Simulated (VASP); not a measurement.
# MgO (Fm-3m) in VASP: settings compared, part 2 of 2

VASP 6.6.1. Earlier steps stand in the parts before.

### Step 4. Dielectric tensor, LDA

Input file INCAR:

```
SYSTEM = MgO
PREC     = Accurate       ! precision mode
ENCUT    = 520            ! plane-wave cutoff, eV
EDIFF    = 1E-8           ! SCF threshold, eV
ISMEAR   = 0              ! smearing method
SIGMA    = 0.01           ! smearing width, eV
LREAL    = .False.        ! projectors in reciprocal space
LASPH    = .True.         ! aspherical terms in the spheres
NELM     = 80             ! most SCF steps
ALGO     = Normal         ! electronic algorithm
ISIF     = 2              ! what is computed and relaxed
LWAVE    = .False.        ! write WAVECAR
LCHARG   = .False.        ! write CHGCAR
GGA      = CA             ! functional
LEPSILON = .True.         ! dielectric tensor by DFPT
```

Input file KPOINTS:

```
regular mesh
0
Gamma
  11 11 11
  0 0 0
```

Input file POSCAR:

```
MgO
1.0
    0.0000000000      2.0970013927      2.0970013927
    2.0970013927      0.0000000000      2.0970013927
    2.0970013927      2.0970013927      0.0000000000
Mg O
1 1
Direct
    0.0000000000      0.0000000000      0.0000000000
    0.5000000000      0.5000000000      0.5000000000
```

Potentials or basis: VASP PAW LDA potentials, release 64 (Mg, O).

Launch:

```
> cat potpaw_LDA.64/Mg/POTCAR potpaw_LDA.64/O/POTCAR > POTCAR
> mpirun -np 1 vasp_std > vasp.out
```

OUTCAR:

```text
SYSTEM = MgO
   PREC = Accurate
   ENCUT = 520
   EDIFF = 1E-8
   ISMEAR = 0
   LREAL = .False.
   LASPH = .True.
   NELM = 80
   ISIF = 2
   GGA = CA
   LEPSILON = .True.

 ion  position               nearest neighbor table
   1  0.000  0.000  0.000-   2 2.10   2 2.10   2 2.10   2 2.10   2 2.10   2 2.10
   2  0.500  0.500  0.500-   1 2.10   1 2.10   1 2.10   1 2.10   1 2.10   1 2.10

  LATTYP: Found a face centered cubic cell.
 ALAT       =     4.1940027854

  Lattice vectors:

 A1 = (   0.0000000000,   2.0970013927,   2.0970013927)
 A2 = (   2.0970013927,   0.0000000000,   2.0970013927)
[... 512 lines left out ...]
 -----------------------------------------------------------------------------
    -0.00014  0.00000  0.00000
     0.00000 -0.00014  0.00000
     0.00000  0.00000 -0.00015

 MACROSCOPIC STATIC DIELECTRIC TENSOR (including local field effects in DFT)
 ------------------------------------------------------
           3.133281    -0.000000    -0.000000
           0.000000     3.133281    -0.000000
           0.000000     0.000000     3.133281
 ------------------------------------------------------

 PIEZOELECTRIC TENSOR (including local field effects)  for field in x, y, z        (e  Angst)
          XX          YY          ZZ          XY          YZ          ZX
  --------------------------------------------------------------------------------
  x     0.00000     0.00000     0.00000     0.00000     0.00000     0.00000
  y     0.00000     0.00000     0.00000     0.00000     0.00000     0.00000
  z     0.00000     0.00000     0.00000     0.00000     0.00000     0.00000

 PIEZOELECTRIC TENSOR (including local field effects)  for field in x, y, z        (C/m^2)
          XX          YY          ZZ          XY          YZ          ZX
  --------------------------------------------------------------------------------
  x     0.00000     0.00000     0.00000     0.00000     0.00000     0.00000
  y     0.00000     0.00000     0.00000     0.00000     0.00000     0.00000
  z     0.00000     0.00000     0.00000     0.00000     0.00000     0.00000

 BORN EFFECTIVE CHARGES (including local field effects) (in |e|, cummulative output)
 ---------------------------------------------------------------------------------
 ion    1
    1     1.96302     0.00000     0.00000
    2     0.00000     1.96302     0.00000
    3     0.00000     0.00000     1.96302
 ion    2
    1    -1.96302     0.00000     0.00000
    2     0.00000    -1.96302     0.00000
    3     0.00000     0.00000    -1.96302
```

It took 70 s on 1 thread of Intel Xeon Platinum 8488C (Sapphire Rapids), shared host; peak memory 0.18 GiB.

What came out:

```yaml
Band_gap_on_the_k_mesh: 4.78 eV, direct
Electronic_dielectric_tensor_diagonal: 3.13
Born_charges_mean_of_the_diagonal: Mg +1.96; O -1.96 e
```

Electronic dielectric tensor:
```
3.13 0.00 0.00
0.00 3.13 0.00
0.00 0.00 3.13
```

Born effective charge tensors (e):
atom 1, Mg
```
1.96 0.00 0.00
0.00 1.96 0.00
0.00 0.00 1.96
```
atom 2, O
```
-1.96  0.00  0.00
 0.00 -1.96  0.00
 0.00  0.00 -1.96
```

### Step 5. Dielectric tensor, PBE

Input file INCAR:

```
SYSTEM = MgO
ALGO     = Normal         ! electronic algorithm
EDIFF    = 1E-8           ! SCF threshold, eV
ENCUT    = 520            ! plane-wave cutoff, eV
GGA      = PE             ! functional
ISIF     = 2              ! what is computed and relaxed
ISMEAR   = 0              ! smearing method
LASPH    = .TRUE.         ! aspherical terms in the spheres
LCHARG   = .FALSE.        ! write CHGCAR
LEPSILON = .TRUE.         ! dielectric tensor by DFPT
LREAL    = .FALSE.        ! projectors in reciprocal space
LWAVE    = .FALSE.        ! write WAVECAR
NELM     = 80             ! most SCF steps
PREC     = Accurate       ! precision mode
SIGMA    = 0.01           ! smearing width, eV
```

Input file KPOINTS:

```
k-points
0
G
  11 11 11
  0 0 0
```

POSCAR is that of step 4.

Potentials or basis: VASP PAW PBE potentials, release 64 (Mg, O).

Launch:

```
> cat potpaw_PBE.64/Mg/POTCAR potpaw_PBE.64/O/POTCAR > POTCAR
> mpirun -np 1 vasp_std > vasp.out
```

OUTCAR:

```text
SYSTEM = MgO
   EDIFF = 1E-8
   ENCUT = 520
   GGA = PE
   ISIF = 2
   ISMEAR = 0
   LASPH = .TRUE.
   LEPSILON = .TRUE.
   LREAL = .FALSE.
   NELM = 80
   PREC = Accurate

 ion  position               nearest neighbor table
   1  0.000  0.000  0.000-   2 2.10   2 2.10   2 2.10   2 2.10   2 2.10   2 2.10
   2  0.500  0.500  0.500-   1 2.10   1 2.10   1 2.10   1 2.10   1 2.10   1 2.10

  LATTYP: Found a face centered cubic cell.
 ALAT       =     4.1940027854

  Lattice vectors:

 A1 = (   0.0000000000,   2.0970013927,   2.0970013927)
 A2 = (   2.0970013927,   0.0000000000,   2.0970013927)
 A3 = (   2.0970013927,   2.0970013927,   0.0000000000)

Analysis of symmetry for initial positions (statically):
=====================================================================
 Subroutine PRICEL returns:
 Original cell was already a primitive cell.

 Routine SETGRP: Setting up the symmetry group for a
 face centered cubic supercell.

 Subroutine GETGRP returns: Found 48 space group operations
 (whereof 48 operations were pure point group operations)
 out of a pool of 48 trial point group operations.

The static configuration has the point symmetry O_h .

Analysis of symmetry for dynamics (positions and initial velocities):
=====================================================================
 Subroutine PRICEL returns:
 Original cell was already a primitive cell.

 Routine SETGRP: Setting up the symmetry group for a
 face centered cubic supercell.

 Subroutine GETGRP returns: Found 48 space group operations
 (whereof 48 operations were pure point group operations)
[... 444 lines left out ...]
  free  energy   TOTEN  =       -11.8976912089 eV

  energy  without entropy=      -11.8976912089  energy(sigma->0) =      -11.89769121

 HEAD OF MICROSCOPIC STATIC DIELECTRIC TENSOR (INDEPENDENT PARTICLE, excluding Hartree and local field effects)
 ------------------------------------------------------
           3.178705     0.000000    -0.000000
           0.000000     3.178705     0.000000
           0.000000     0.000000     3.178705
 ------------------------------------------------------

 Free energy of the ion-electron system (eV)
  ---------------------------------------------------
  ---------------------------------------------------
  free energy    TOTEN  =        -0.11896386 eV

  energy without entropy =       -0.11896386

------------------------ aborting loop because EDIFF is reached ----------------------------------------

--------------------------------------- Ionic step        2  -------------------------------------------

------------------------ aborting loop because EDIFF is reached ----------------------------------------

--------------------------------------- Ionic step        3  -------------------------------------------

 Free energy of the ion-electron system (eV)
  ---------------------------------------------------
  ---------------------------------------------------
  free energy    TOTEN  =        -0.11896386 eV

  energy without entropy =       -0.11896386

------------------------ aborting loop because EDIFF is reached ----------------------------------------

 PIEZOELECTRIC TENSOR FIELD DIRECTION 3  (e Angst)
 -----------------------------------------------------------------------------
    -0.00016  0.00000  0.00000           ( -0.00001  0.00000  0.00000)
     0.00000 -0.00016  0.00000           (  0.00000 -0.00001  0.00000)
     0.00000 -0.00000 -0.00016           (  0.00000  0.00000 -0.00001)

 PIEZOELECTRIC TENSOR FIELD DIRECTION 3  (C/m^2)
 -----------------------------------------------------------------------------
    -0.00014  0.00000  0.00000
     0.00000 -0.00014  0.00000
     0.00000 -0.00000 -0.00014

 MACROSCOPIC STATIC DIELECTRIC TENSOR (including local field effects in DFT)
 ------------------------------------------------------
           3.116089    -0.000000     0.000000
           0.000000     3.116089     0.000000
          -0.000000    -0.000000     3.116089
 ------------------------------------------------------

 PIEZOELECTRIC TENSOR (including local field effects)  for field in x, y, z        (e  Angst)
          XX          YY          ZZ          XY          YZ          ZX
  --------------------------------------------------------------------------------
  x     0.00000     0.00000     0.00000     0.00000     0.00000     0.00000
  y     0.00000     0.00000     0.00000     0.00000     0.00000     0.00000
  z     0.00000     0.00000     0.00000     0.00000     0.00000     0.00000

 PIEZOELECTRIC TENSOR (including local field effects)  for field in x, y, z        (C/m^2)
          XX          YY          ZZ          XY          YZ          ZX
  --------------------------------------------------------------------------------
  x     0.00000     0.00000     0.00000     0.00000     0.00000     0.00000
  y     0.00000     0.00000     0.00000     0.00000     0.00000     0.00000
  z     0.00000     0.00000     0.00000     0.00000     0.00000     0.00000

 BORN EFFECTIVE CHARGES (including local field effects) (in |e|, cummulative output)
 ---------------------------------------------------------------------------------
 ion    1
    1     1.96380    -0.00000     0.00000
    2    -0.00000     1.96380     0.00000
    3     0.00000     0.00000     1.96380
 ion    2
    1    -1.96380     0.00000    -0.00000
    2     0.00000    -1.96380    -0.00000
    3    -0.00000    -0.00000    -1.96380
```

OSZICAR:

```text
N       E                     dE             d eps       ncg     rms          rms(c)
DAV:   1     0.121278920689E+02    0.12128E+02   -0.49538E+03  1064   0.886E+02
DAV:   2    -0.131459885567E+02   -0.25274E+02   -0.24252E+02  1096   0.140E+02
DAV:   3    -0.134602013822E+02   -0.31421E+00   -0.31421E+00  1144   0.170E+01
[... 15 lines left out ...]
RMM:   4    -0.117996896819E+00   -0.76965E-02   -0.20758E-03  3119   0.483E-01    0.331E-02
RMM:   5    -0.118834790060E+00   -0.83789E-03   -0.35777E-05  3303   0.661E-02    0.622E-03
RMM:   6    -0.118914276328E+00   -0.79486E-04   -0.46086E-07  3431   0.726E-03    0.261E-03
RMM:   7    -0.118962437114E+00   -0.48161E-04   -0.15175E-07  3409   0.429E-03    0.150E-04
RMM:   8    -0.118963491316E+00   -0.10542E-05   -0.91399E-10  3173   0.300E-04    0.741E-05
RMM:   9    -0.118963861107E+00   -0.36979E-06   -0.25813E-10  2997   0.159E-04    0.609E-06
```

It took 84 s on 1 thread of Intel Xeon Platinum 8488C (Sapphire Rapids), shared host; peak memory 0.19 GiB.

What came out:

- Band gap on the k mesh: 4.85 eV, direct
- Electronic dielectric tensor (diagonal): 3.12
- Born charges (mean of the diagonal): Mg +1.96; O -1.96 e

Electronic dielectric tensor:
```
3.12 0.00 0.00
0.00 3.12 0.00
0.00 0.00 3.12
```

Born effective charge tensors (e):
atom 1, Mg
```
1.96 0.00 0.00
0.00 1.96 0.00
0.00 0.00 1.96
```
atom 2, O
```
-1.96  0.00  0.00
 0.00 -1.96  0.00
 0.00  0.00 -1.96
```

### Step 6. Overview

```csv
task,level,potentials or basis,k mesh,gap on the mesh (eV)
vibrations by perturbation theory,LDA,"VASP PAW LDA potentials, release 64 (Mg, O)",8 × 8 × 8,-
vibrations by perturbation theory,PBE,"VASP PAW PBE potentials, release 64 (Mg, O)",8 × 8 × 8,-
dielectric tensor,LDA,"VASP PAW LDA potentials, release 64 (Mg, O)",11 × 11 × 11,4.78
dielectric tensor,PBE,"VASP PAW PBE potentials, release 64 (Mg, O)",11 × 11 × 11,4.85
```

Alike in all rows: no spin polarisation; cell as given; cutoff (eV) 520; smearing gaussian 0.01 eV.

Caveats: the cell wasn't relaxed at this level first, which shifts response properties (some runs).

Absolute energies hang on the potentials; compare differences alone.
